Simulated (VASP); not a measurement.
# ZnSe (I-4m2) in VASP: a series of runs, part 2 of 2

VASP 6.6.1. The steps go on from the part before.

### 5 Single point, r2SCAN (uniaxial x strain +2.3%)

File POSCAR:

```
ZnSe
1.0
    0.0000000000      2.8324246719      2.8324246719
    2.8978536818      0.0000000000      2.8324246719
    2.8978536818      2.8324246719      0.0000000000
Zn Se
1 1
Direct
    0.0000000000      0.0000000000      0.0000000000
    0.2500000000      0.2500000000      0.2500000000
```

File INCAR.step1:

```
PREC = Accurate
ENCUT = 520
ISMEAR = 0
SIGMA = 0.01
LREAL = False
LASPH = True
NELM = 80
NBANDS = 16
GGA = PE
ALGO = Normal
EDIFF = 1E-4
LWAVE = True
LCHARG = False
```

File INCAR.step2:

```
PREC = Accurate
ENCUT = 520
EDIFF = 1E-7
ISMEAR = 0
SIGMA = 0.01
LREAL = False
LASPH = True
NELM = 80
ALGO = Normal
ISIF = 2
LWAVE = False
LCHARG = False
METAGGA = R2SCAN
LMIXTAU = True
NBANDS = 16
ISTART = 1
```

File KPOINTS:

```
regular mesh
0
Gamma
  8 8 8
```

Potentials or basis: VASP PAW PBE potentials, release 64 (Zn, Se).

On the command line:

```sh
$ cat potpaw_PBE.64/Zn/POTCAR potpaw_PBE.64/Se/POTCAR > POTCAR
$ cp INCAR.step1 INCAR
$ mpirun -np 1 vasp_std > vasp.out
$ cp INCAR.step2 INCAR
$ mpirun -np 1 vasp_std > vasp.out
```

OUTCAR:

```text
PREC = Accurate
   ENCUT = 520
   EDIFF = 1E-7
   ISMEAR = 0
   LREAL = False
   LASPH = True
   NELM = 80
   ISIF = 2
   METAGGA = R2SCAN
   ISTART = 1

 ion  position               nearest neighbor table
   1  0.000  0.000  0.000-   2 2.47   2 2.47   2 2.47   2 2.47
   2  0.250  0.250  0.250-   1 2.47   1 2.47   1 2.47   1 2.47

  LATTYP: Found a body centered tetragonal cell.
 ALAT       =     4.0056533854
 C/A-ratio  =     1.4468818957

  Lattice vectors:

 A1 = (   2.8978536818,   0.0000000000,   2.8324246719)
 A2 = (   2.8978536818,   0.0000000000,  -2.8324246719)
 A3 = (  -2.8978536818,   2.8324246719,   0.0000000000)

Analysis of symmetry for initial positions (statically):
=====================================================================
 Subroutine PRICEL returns:
 Original cell was already a primitive cell.

 Routine SETGRP: Setting up the symmetry group for a
 body centered tetragonal supercell.

 Subroutine GETGRP returns: Found  8 space group operations
 (whereof  8 operations were pure point group operations)
 out of a pool of 16 trial point group operations.

The static configuration has the point symmetry D_2d.

Analysis of symmetry for dynamics (positions and initial velocities):
[... 162 lines left out ...]
 val. band max:        1.1452719666   @ k =   0.0000   0.0000   0.0000
 cond. band min:       2.8881009099   @ k =   0.0000   0.0000   0.0000
 fundamental gap:      1.7428289433
 Fermi energy:         1.2618430500

 k-point     1 :       0.0000    0.0000    0.0000
  band No.  band energies     occupation
      1     -12.4563      2.00000
      2      -5.5100      2.00000
      3      -5.4999      2.00000
      4      -5.4999      2.00000
      5      -5.1186      2.00000
      6      -5.1166      2.00000
[... 433 lines left out ...]
      3      -5.4258      2.00000
      4      -5.3670      2.00000
      5      -5.1301      2.00000
      6      -5.0937      2.00000
[... 8 lines left out ...]
     15      13.0503      0.00000
     16      14.0577      0.00000

 [... further k-points ...]

------------------------ aborting loop because EDIFF is reached ----------------------------------------

  FORCE on cell =-STRESS in cart. coord.  units (eV):
  Direction    XX          YY          ZZ          XY          YZ          ZX
  --------------------------------------------------------------------------------------
  -------------------------------------------------------------------------------------
  Total       -0.5508690     -0.2954413     -0.2954413      0.0000000      0.0000000      0.0000000
  in kB      -18.9817269    -10.1802537    -10.1802537      0.0000000      0.0000000      0.0000000
  external PRESSURE =     -13.1140781 kB  Pullay stress =       0.0000000 kB

 VOLUME and BASIS-vectors are now :
 -----------------------------------------------------------------------------
  energy-cutoff  :      520.00
  volume of cell :       46.50
      direct lattice vectors                 reciprocal lattice vectors
     0.000000000  2.832424672  2.832424672    -0.172541493  0.176527201  0.176527201
     2.897853682  0.000000000  2.832424672     0.172541493 -0.176527201  0.176527201
     2.897853682  2.832424672  0.000000000     0.172541493  0.176527201 -0.176527201

 POSITION                                       TOTAL-FORCE (eV/Angst)
 -----------------------------------------------------------------------------------
      0.00000      0.00000      0.00000        -0.000000     -0.000000     -0.000000
      1.44893      1.41621      1.41621         0.000000      0.000000      0.000000
 -----------------------------------------------------------------------------------
    total drift:                               -0.000005      0.000029      0.000029

  FREE ENERGIE OF THE ION-ELECTRON SYSTEM (eV)
  ---------------------------------------------------
  free  energy   TOTEN  =       -24.9028829110 eV

  energy  without entropy=      -24.9028829110  energy(sigma->0) =      -24.90288291
```

OUTCAR.step1:

```text
PREC = Accurate
   ENCUT = 520
   ISMEAR = 0
   LREAL = False
   LASPH = True
[... 679 lines left out ...]
      0.00000      0.00000      0.00000         0.000000      0.000000      0.000000
      1.44893      1.41621      1.41621         0.000000      0.000000     -0.000000
 -----------------------------------------------------------------------------------
    total drift:                               -0.000002     -0.000000     -0.000001

  FREE ENERGIE OF THE ION-ELECTRON SYSTEM (eV)
  ---------------------------------------------------
  free  energy   TOTEN  =        -6.0284624422 eV

  energy  without entropy=       -6.0284624422  energy(sigma->0) =       -6.02846244
```

OSZICAR.step1:

```text
N       E                     dE             d eps       ncg     rms          rms(c)
DAV:   1     0.862320653706E+02    0.86232E+02   -0.86271E+03  1888   0.127E+03
DAV:   2    -0.897361091282E+00   -0.87129E+02   -0.81751E+02  2112   0.250E+02
DAV:   3    -0.627542006021E+01   -0.53781E+01   -0.53561E+01  2360   0.604E+01
DAV:   4    -0.631761221411E+01   -0.42192E-01   -0.42188E-01  2296   0.579E+00
DAV:   5    -0.631781115690E+01   -0.19894E-03   -0.19894E-03  2416   0.357E-01    0.457E+00
DAV:   6    -0.604687678927E+01    0.27093E+00   -0.53386E-01  2800   0.234E+01    0.350E+00
DAV:   7    -0.602829032673E+01    0.18586E-01   -0.15037E-01  2184   0.344E+00    0.150E+00
DAV:   8    -0.602811302565E+01    0.17730E-03   -0.42995E-03  2568   0.635E-01    0.441E-01
DAV:   9    -0.602836092862E+01   -0.24790E-03   -0.10678E-03  2176   0.247E-01    0.668E-02
DAV:  10    -0.602846321577E+01   -0.10229E-03   -0.16441E-04  2416   0.981E-02    0.183E-02
DAV:  11    -0.602846244217E+01    0.77361E-06   -0.28119E-05  1280   0.482E-02
   1 F= -.60284624E+01 E0= -.60284624E+01  d E =-.887704E-37
```

Run time: 6.5 min. Hardware: 1 thread of Intel Xeon 8259CL, shared host; peak memory 0.2 GiB.

What came out:

| Property | Result |
| --- | --- |
| Free energy | -24.9029 eV |
| Pressure | -1.3 GPa |
| Band gap on the k mesh | 1.74 eV |

Levels at points of the mesh, in eV from the valence-band top:
```
           k point  band 5  band 6  band 7  band 8  band 9  band 10  band 11  band 12  band 13  band 14
(0.00, 0.00, 0.00)   -6.26   -6.26   -0.09    0.00    0.00     1.74     6.29     6.29     6.31    10.46
(0.50, 0.00, 0.00)   -6.24   -6.12   -5.19   -0.95   -0.81     2.98     6.76     6.93     8.98    11.55
(0.50, 0.50, 0.00)   -6.21   -6.08   -4.68   -2.24   -2.20     3.32     3.77    11.37    11.73    11.98
(0.00, 0.50, 0.50)   -6.22   -6.11   -4.81   -2.10   -2.10     3.43     3.99    11.16    11.90    11.90
```

Caveat: the cell differs from its parent crystal (uniaxial x strain +2.3%); the PAW data sets were made with another functional, which shifts forces and pressure a little.

### 6 Overview

```tsv
level	cell	smearing	gap on the mesh (eV)	pressure (GPa)
PBE	a = 3.952, b = 3.952, c = 3.897 Å, angles 60.5, 60.5, 59.1°, 2 atoms	fermi-dirac 0.02 eV	1.48	6.6
PBE	a = 4.006, b = 4.052, c = 4.052 Å, angles 59.2, 60.4, 60.4°, 2 atoms	fermi-dirac 0.02 eV	1.17	1.0
r2SCAN	a = 3.952, b = 3.952, c = 3.897 Å, angles 60.5, 60.5, 59.1°, 2 atoms	gaussian 0.01 eV	2.08	4.2
r2SCAN	a = 4.006, b = 4.052, c = 4.052 Å, angles 59.2, 60.4, 60.4°, 2 atoms	gaussian 0.01 eV	1.74	-1.3
```

Alike in all rows: task single point; potentials or basis VASP PAW PBE potentials, release 64 (Zn, Se); no spin polarisation; k mesh 8 × 8 × 8; cutoff (eV) 520.

Caveats: the cell stands under pressure (at least some runs); the PAW data sets were made with another functional, which shifts forces and pressure a little (at least some runs).

Absolute energies hang on the potentials; compare differences alone.
